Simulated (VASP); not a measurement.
# TiAl3 (P6_3/mmc) in VASP: relaxation of shape and atoms at fixed volume with PBE

Aim: the relaxation of shape and atoms at fixed volume of TiAl3 with PBE.

All numbers are computed with VASP 6.6.1; they aren't measurements. Logs are shortened: lines on timing, memory, paths and dates and some standing lists are left out, and cuts for length are marked.

### Step 1. The cell of the first run

The structure is hexagonal, space group P6_3/mmc (No. 194). Conventional cell: a = 5.359 Å, b = 5.359 Å, c = 4.496 Å, α = 90.00°, β = 90.00°, γ = 120.00°. Within 3.5 Å of Ti (site symmetry -6m2) lie 12 Al at 2.68 to 2.73 Å. Al (site symmetry mm2) has 8 Al at 2.66 to 2.72 Å and 4 Ti at 2.68 to 2.73 Å within 3.5 Å.

### Step 2. Relaxation of shape and atoms at fixed volume, PBE (13.98 Å³/atom)

INCAR

```
SYSTEM = TiAl3
PREC = Accurate
ENCUT = 600
EDIFF = 1E-7
ISMEAR = 0
SIGMA = 0.1
LREAL = .False.
LASPH = .True.
NELM = 60
ALGO = Fast
ISIF = 4
LWAVE = .False.
LCHARG = .False.
GGA = PE
IBRION = 2
NSW = 50
EDIFFG = -0.01
```

KPOINTS

```
regular mesh
0
Gamma
  12 12 8
  0 0 0
```

POSCAR

```
TiAl3
1.0
    5.3594510083     -0.0000000278      0.0000000000
   -2.6797254801      4.6414207374      0.0000000000
    0.0000000000      0.0000000000      4.4955899712
Ti Al
2 6
Direct
    0.3333333333      0.6666666667      0.7500000000
    0.6666666667      0.3333333333      0.2500000000
    0.8342810859      0.6685621718      0.7500000000
    0.1657189141      0.3314378282      0.2500000000
    0.3314378282      0.1657189141      0.7500000000
    0.6685621718      0.8342810859      0.2500000000
    0.1657189141      0.8342810859      0.2500000000
    0.8342810859      0.1657189141      0.7500000000
```

Potentials or basis: VASP PAW PBE potentials, release 64 (Ti_sv, Al).

The run is started by

```console
cat potpaw_PBE.64/Ti_sv/POTCAR potpaw_PBE.64/Al/POTCAR > POTCAR
mpirun -np 1 vasp_std > vasp.out
```

OUTCAR:

```text
SYSTEM = TiAl3
   PREC = Accurate
   ENCUT = 600
   EDIFF = 1E-7
   ISMEAR = 0
   LREAL = .False.
   LASPH = .True.
   NELM = 60
   ISIF = 4
   GGA = PE
   IBRION = 2
   NSW = 50
   EDIFFG = -0.01

 ion  position               nearest neighbor table
   1  0.333  0.667  0.750-   5 2.68   3 2.68   8 2.68   8 2.68   5 2.68   3 2.68   7 2.73   7 2.73
                             4 2.73   4 2.73   6 2.73   6 2.73
   2  0.667  0.333  0.250-   6 2.68   4 2.68   7 2.68   7 2.68   6 2.68   4 2.68   8 2.73   8 2.73
                             3 2.73   3 2.73   5 2.73   5 2.73
   3  0.834  0.669  0.750-   5 2.66   8 2.66   1 2.68   1 2.68   5 2.69   8 2.69   7 2.72   7 2.72
                             6 2.72   6 2.72   2 2.73   2 2.73
   4  0.166  0.331  0.250-   6 2.66   7 2.66   2 2.68   2 2.68   6 2.69   7 2.69   8 2.72   8 2.72
                             5 2.72   5 2.72   1 2.73   1 2.73
   5  0.331  0.166  0.750-   3 2.66   8 2.66   1 2.68   1 2.68   3 2.69   8 2.69   7 2.72   7 2.72
                             4 2.72   4 2.72   2 2.73   2 2.73
   6  0.669  0.834  0.250-   4 2.66   7 2.66   2 2.68   2 2.68   4 2.69   7 2.69   8 2.72   8 2.72
                             3 2.72   3 2.72   1 2.73   1 2.73
   7  0.166  0.834  0.250-   4 2.66   6 2.66   2 2.68   2 2.68   4 2.69   6 2.69   5 2.72   5 2.72
                             3 2.72   3 2.72   1 2.73   1 2.73
   8  0.834  0.166  0.750-   3 2.66   5 2.66   1 2.68   1 2.68   3 2.69   5 2.69   6 2.72   6 2.72
                             4 2.72   4 2.72   2 2.73   2 2.73

  LATTYP: Found a hexagonal cell.
 ALAT       =     5.3594510083
 C/A-ratio  =     0.8388153869

  Lattice vectors:

 A1 = (   5.3594510083,  -0.0000000278,   0.0000000000)
 A2 = (  -2.6797254801,   4.6414207374,   0.0000000000)
 A3 = (   0.0000000000,   0.0000000000,   4.4955899712)

Analysis of symmetry for initial positions (statically):
=====================================================================
 Subroutine PRICEL returns:
 Original cell was already a primitive cell.

 Routine SETGRP: Setting up the symmetry group for a
 hexagonal supercell.

 Subroutine GETGRP returns: Found 24 space group operations
 (whereof 12 operations were pure point group operations)
 out of a pool of 24 trial point group operations.

The static configuration has the point symmetry D_3d.
[... 198 lines left out ...]

 POSITION                                       TOTAL-FORCE (eV/Angst)
 -----------------------------------------------------------------------------------
      0.00000      3.09428      3.37169         0.000000      0.000000      0.000000
      2.67973      1.54714      1.12390         0.000000      0.000000      0.000000
      2.67973      3.10308      3.37169         0.000000      0.008778     -0.000000
      0.00000      1.53834      1.12390        -0.000000     -0.008778      0.000000
      1.33224      0.76917      3.37169        -0.007602     -0.004389      0.000000
      1.34748      3.87225      1.12390         0.007602      0.004389      0.000000
     -1.34748      3.87225      1.12390        -0.007602      0.004389      0.000000
      4.02721      0.76917      3.37169         0.007602     -0.004389      0.000000
 -----------------------------------------------------------------------------------
    total drift:                               -0.000000      0.000000     -0.000000

  FREE ENERGIE OF THE ION-ELECTRON SYSTEM (eV)
  ---------------------------------------------------
  free  energy   TOTEN  =       -39.9725367596 eV

  energy  without entropy=      -39.9504786806  energy(sigma->0) =      -39.96150772

--------------------------------------- Ionic step        2  -------------------------------------------

 number of electron      41.9999998 magnetization

 Free energy of the ion-electron system (eV)
  ---------------------------------------------------
  ext. energy  EPLUGINS =         0.00000000
  ---------------------------------------------------
  free energy    TOTEN  =       -39.97311705 eV

  energy without entropy =      -39.95156677  energy(sigma->0) =      -39.96234191

 E-fermi :  10.1645     XC(G=0): -11.2471

 val. band max:       10.1614844338   @ k =   0.2500   0.2500   0.1250
 cond. band min:      10.1646291103   @ k =   0.3333   0.1667   0.1250
 fundamental gap:      0.0031446766
 Fermi energy:        10.1644612694

 k-point     1 :       0.0000    0.0000    0.0000
  band No.  band energies     occupation
      1     -46.4683      2.00000
      2     -46.4642      2.00000
      3     -22.8499      2.00000
      4     -22.8499      2.00000
      5     -22.8264      2.00000
      6     -22.8264      2.00000
[... 685 lines left out ...]
     25      11.6412      0.00000
     26      11.7508      0.00000

 [... further k-points ...]

------------------------ aborting loop because EDIFF is reached ----------------------------------------

  FORCE on cell =-STRESS in cart. coord.  units (eV):
  Direction    XX          YY          ZZ          XY          YZ          ZX
  --------------------------------------------------------------------------------------
  -------------------------------------------------------------------------------------
  Total       11.8894608     11.8894608     11.8192458     -0.0000000      0.0000000     -0.0000000
  in kB      170.3392800    170.3392800    169.3333154     -0.0000000      0.0000000     -0.0000000
  external PRESSURE =     170.0039584 kB  Pullay stress =       0.0000000 kB

 VOLUME and BASIS-vectors are now :
 -----------------------------------------------------------------------------
  energy-cutoff  :      600.00
  volume of cell :      111.83
      direct lattice vectors                 reciprocal lattice vectors
     5.364671857 -0.000000028 -0.000000000     0.186404692  0.107620798  0.000000000
    -2.682335905  4.645942125  0.000000000     0.000000001  0.215241597  0.000000000
     0.000000000  0.000000000  4.486844096     0.000000000  0.000000000  0.222873801

 POSITION                                       TOTAL-FORCE (eV/Angst)
 -----------------------------------------------------------------------------------
      0.00000      3.09729      3.36513         0.000000      0.000000      0.000000
      2.68234      1.54865      1.12171         0.000000     -0.000000      0.000000
      2.68234      3.10653      3.36513         0.000000      0.009244     -0.000000
      0.00000      1.53942      1.12171        -0.000000     -0.009244      0.000000
      1.33317      0.76971      3.36513        -0.008005     -0.004622      0.000000
      1.34916      3.87623      1.12171         0.008005      0.004622     -0.000000
     -1.34916      3.87623      1.12171        -0.008005      0.004622      0.000000
      4.03150      0.76971      3.36513         0.008005     -0.004622     -0.000000
 -----------------------------------------------------------------------------------
    total drift:                               -0.000000      0.000000     -0.000000

  FREE ENERGIE OF THE ION-ELECTRON SYSTEM (eV)
  ---------------------------------------------------
  free  energy   TOTEN  =       -39.9731170461 eV

  energy  without entropy=      -39.9515667696  energy(sigma->0) =      -39.96234191

 reached required accuracy - stopping structural energy minimisation
```

CONTCAR:

```text
TiAl3
   1.00000000000000
     5.3646718571512944   -0.0000000278292220   -0.0000000000000000
    -2.6823359045040736    4.6459421251453561    0.0000000000000000
     0.0000000000000000    0.0000000000000000    4.4868440961225797
  Ti              Al
     2     6
Direct
     0.3333333332999970    0.6666666667000030    0.7500000000000000
     0.6666666667000030    0.3333333332999970    0.2500000000000000
     0.8343267057589367    0.6686534115178664    0.7500000000000000
     0.1656732942410633    0.3313465884821336    0.2500000000000000
     0.3313465884821336    0.1656732942410633    0.7500000000000000
     0.6686534115178664    0.8343267057589367    0.2500000000000000
     0.1656732942410633    0.8343267057589367    0.2500000000000000
     0.8343267057589367    0.1656732942410633    0.7500000000000000

  0.00000000E+00  0.00000000E+00  0.00000000E+00
  0.00000000E+00  0.00000000E+00  0.00000000E+00
  0.00000000E+00  0.00000000E+00  0.00000000E+00
  0.00000000E+00  0.00000000E+00  0.00000000E+00
  0.00000000E+00  0.00000000E+00  0.00000000E+00
  0.00000000E+00  0.00000000E+00  0.00000000E+00
  0.00000000E+00  0.00000000E+00  0.00000000E+00
  0.00000000E+00  0.00000000E+00  0.00000000E+00
```

Wall time 32 min (1 thread of Intel Xeon Platinum 8488C (Sapphire Rapids), shared host); peak memory 0.48 GiB.

What came out:

```yaml
Free_energy: -39.9731 eV
Energy_gained_by_relaxing: 0.1 meV/atom
Ionic_steps: 2
Pressure_after_relaxing: 17.0 GPa
Largest_force_after_relaxing: 0.009 eV/Å
Band_gap_on_the_k_mesh: zero (bands 21 and 22 overlap by 1.24 eV)
```

Forces on the atoms (eV/Å):
```
Ti   0.000  0.000  0.000
Ti   0.000  0.000  0.000
Al   0.000  0.009  0.000
Al   0.000 -0.009  0.000
Al  -0.008 -0.005  0.000
Al   0.008  0.005  0.000
Al  -0.008  0.005  0.000
Al   0.008 -0.005  0.000
```

Stress tensor (GPa, compression positive):
```
17.03  0.00  0.00
 0.00 17.03  0.00
 0.00  0.00 16.93
```

The path:
| step | energy change (eV) | largest force (eV/Å) | pressure (GPa) | volume (Å³) |
| --- | --- | --- | --- | --- |
| 1 | 0.0000 | 0.0088 | 17.04 | 111.83 |
| 2 | -0.0006 | 0.0092 | 17.00 | 111.83 |

Final structure:
```yaml
crystal:
  lattice:
    - [5.36467, 0.00000, 0.00000]
    - [-2.68234, 4.64594, 0.00000]
    - [0.00000, 0.00000, 4.48684]
  atoms:
    - { symbol: Ti, position: [0.33333, 0.66667, 0.75000] }
    - { symbol: Ti, position: [0.66667, 0.33333, 0.25000] }
    - { symbol: Al, position: [0.83433, 0.66865, 0.75000] }
    - { symbol: Al, position: [0.16567, 0.33135, 0.25000] }
    - { symbol: Al, position: [0.33135, 0.16567, 0.75000] }
    - { symbol: Al, position: [0.66865, 0.83433, 0.25000] }
    - { symbol: Al, position: [0.16567, 0.83433, 0.25000] }
    - { symbol: Al, position: [0.83433, 0.16567, 0.75000] }
```

Levels at points of the mesh, in eV from the Fermi level:
| k point | band 18 | band 19 | band 20 | band 21 | band 22 | band 23 | band 24 | band 25 |
| --- | --- | --- | --- | --- | --- | --- | --- | --- |
| (0.00, 0.00, 0.00) | -1.49 | -1.49 | -0.82 | -0.82 | -0.30 | -0.30 | 0.40 | 1.25 |
| (0.50, 0.00, 0.00) | -2.36 | -2.13 | -1.42 | 0.09 | 0.72 | 0.84 | 1.24 | 1.24 |
| (0.00, 0.00, 0.50) | -3.07 | -3.07 | -3.07 | -0.82 | -0.82 | 1.23 | 1.23 | 1.25 |
| (0.50, 0.00, 0.50) | -1.80 | -0.21 | -0.21 | 0.03 | 0.03 | 0.94 | 0.95 | 1.37 |
